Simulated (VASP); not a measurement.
Here is a VASP 6.6.1 calculation.

File INCAR:

```
SYSTEM = NbP
ALGO = Normal
EDIFF = 1E-7
EDIFFG = -0.01
ENCUT = 520
GGA = PE
GGA_COMPAT = .FALSE.
IBRION = 2
ISIF = 3
ISMEAR = -1
ISYM = -1
LASPH = .TRUE.
LCHARG = .FALSE.
LREAL = .FALSE.
LWAVE = .FALSE.
NELM = 120
NELMIN = 4
NSW = 60
PREC = Accurate
SIGMA = 0.1
```

The input KPOINTS:

```
explicit points
108
Reciprocal
  0.08333333   0.08333333   0.08333333 2
  0.08333333   0.08333333   0.25000000 2
  0.08333333   0.08333333   0.41666667 2
  0.08333333   0.08333333   0.58333333 2
  0.08333333   0.08333333   0.75000000 2
  0.08333333   0.08333333   0.91666667 2
  0.08333333   0.25000000   0.08333333 2
  0.08333333   0.25000000   0.25000000 2
  0.08333333   0.25000000   0.41666667 2
  0.08333333   0.25000000   0.58333333 2
  0.08333333   0.25000000   0.75000000 2
  0.08333333   0.25000000   0.91666667 2
  0.08333333   0.41666667   0.08333333 2
  0.08333333   0.41666667   0.25000000 2
  0.08333333   0.41666667   0.41666667 2
  0.08333333   0.41666667   0.58333333 2
  0.08333333   0.41666667   0.75000000 2
  0.08333333   0.41666667   0.91666667 2
  0.08333333   0.58333333   0.08333333 2
  0.08333333   0.58333333   0.25000000 2
  0.08333333   0.58333333   0.41666667 2
  0.08333333   0.58333333   0.58333333 2
  0.08333333   0.58333333   0.75000000 2
  0.08333333   0.58333333   0.91666667 2
  0.08333333   0.75000000   0.08333333 2
  0.08333333   0.75000000   0.25000000 2
  0.08333333   0.75000000   0.41666667 2
  0.08333333   0.75000000   0.58333333 2
  0.08333333   0.75000000   0.75000000 2
  0.08333333   0.75000000   0.91666667 2
  0.08333333   0.91666667   0.08333333 2
  0.08333333   0.91666667   0.25000000 2
  0.08333333   0.91666667   0.41666667 2
  0.08333333   0.91666667   0.58333333 2
  0.08333333   0.91666667   0.75000000 2
  0.08333333   0.91666667   0.91666667 2
  0.25000000   0.08333333   0.08333333 2
  0.25000000   0.08333333   0.25000000 2
  0.25000000   0.08333333   0.41666667 2
  0.25000000   0.08333333   0.58333333 2
  0.25000000   0.08333333   0.75000000 2
  0.25000000   0.08333333   0.91666667 2
  0.25000000   0.25000000   0.08333333 2
  0.25000000   0.25000000   0.25000000 2
  0.25000000   0.25000000   0.41666667 2
  0.25000000   0.25000000   0.58333333 2
  0.25000000   0.25000000   0.75000000 2
  0.25000000   0.25000000   0.91666667 2
  0.25000000   0.41666667   0.08333333 2
  0.25000000   0.41666667   0.25000000 2
  0.25000000   0.41666667   0.41666667 2
  0.25000000   0.41666667   0.58333333 2
  0.25000000   0.41666667   0.75000000 2
  0.25000000   0.41666667   0.91666667 2
  0.25000000   0.58333333   0.08333333 2
  0.25000000   0.58333333   0.25000000 2
  0.25000000   0.58333333   0.41666667 2
  0.25000000   0.58333333   0.58333333 2
  0.25000000   0.58333333   0.75000000 2
  0.25000000   0.58333333   0.91666667 2
  0.25000000   0.75000000   0.08333333 2
  0.25000000   0.75000000   0.25000000 2
  0.25000000   0.75000000   0.41666667 2
  0.25000000   0.75000000   0.58333333 2
  0.25000000   0.75000000   0.75000000 2
  0.25000000   0.75000000   0.91666667 2
  0.25000000   0.91666667   0.08333333 2
  0.25000000   0.91666667   0.25000000 2
  0.25000000   0.91666667   0.41666667 2
  0.25000000   0.91666667   0.58333333 2
  0.25000000   0.91666667   0.75000000 2
  0.25000000   0.91666667   0.91666667 2
  0.41666667   0.08333333   0.08333333 2
  0.41666667   0.08333333   0.25000000 2
  0.41666667   0.08333333   0.41666667 2
  0.41666667   0.08333333   0.58333333 2
  0.41666667   0.08333333   0.75000000 2
  0.41666667   0.08333333   0.91666667 2
  0.41666667   0.25000000   0.08333333 2
  0.41666667   0.25000000   0.25000000 2
  0.41666667   0.25000000   0.41666667 2
  0.41666667   0.25000000   0.58333333 2
  0.41666667   0.25000000   0.75000000 2
  0.41666667   0.25000000   0.91666667 2
  0.41666667   0.41666667   0.08333333 2
  0.41666667   0.41666667   0.25000000 2
  0.41666667   0.41666667   0.41666667 2
  0.41666667   0.41666667   0.58333333 2
  0.41666667   0.41666667   0.75000000 2
  0.41666667   0.41666667   0.91666667 2
  0.41666667   0.58333333   0.08333333 2
  0.41666667   0.58333333   0.25000000 2
  0.41666667   0.58333333   0.41666667 2
  0.41666667   0.58333333   0.58333333 2
  0.41666667   0.58333333   0.75000000 2
  0.41666667   0.58333333   0.91666667 2
  0.41666667   0.75000000   0.08333333 2
  0.41666667   0.75000000   0.25000000 2
  0.41666667   0.75000000   0.41666667 2
  0.41666667   0.75000000   0.58333333 2
  0.41666667   0.75000000   0.75000000 2
  0.41666667   0.75000000   0.91666667 2
  0.41666667   0.91666667   0.08333333 2
  0.41666667   0.91666667   0.25000000 2
  0.41666667   0.91666667   0.41666667 2
  0.41666667   0.91666667   0.58333333 2
  0.41666667   0.91666667   0.75000000 2
  0.41666667   0.91666667   0.91666667 2
```

POSCAR

```
NbP
1.0
    0.0000000000      3.3268650000      0.0000000000
    3.3268650000      0.0000000000      0.0000000000
    1.6634330000      1.6634330000     -5.6931920000
Nb P
2 2
Direct
    0.0000000000      0.0000000000      0.0000000000
    0.7500000000      0.2500000000      0.5000000000
    0.5000000000      0.5000000000      0.0000000000
    0.2500000000      0.7500000000      0.5000000000
```

Potentials or basis: VASP PAW PBE potentials, release 64 (Nb_sv, P).

The run is started by

```console
$ cat potpaw_PBE.64/Nb_sv/POTCAR potpaw_PBE.64/P/POTCAR > POTCAR
$ mpirun -np 1 vasp_std > vasp.out
```

(1) Estimate the space group after relaxing (to 0.1 Å).

(2) Estimate the relaxed volume.

(3) Estimate the band gap on the k mesh.

(4) Estimate the relaxed cell.

Results:

(1) I4_1/amd (No. 141).

(2) 15.99 Å³/atom.

(3) zero (bands 18 and 19 overlap by 0.38 eV).

(4) a = 3.518 Å, b = 3.518 Å, c = 5.735 Å, α = 72.13°, β = 72.13°, γ = 89.99°.
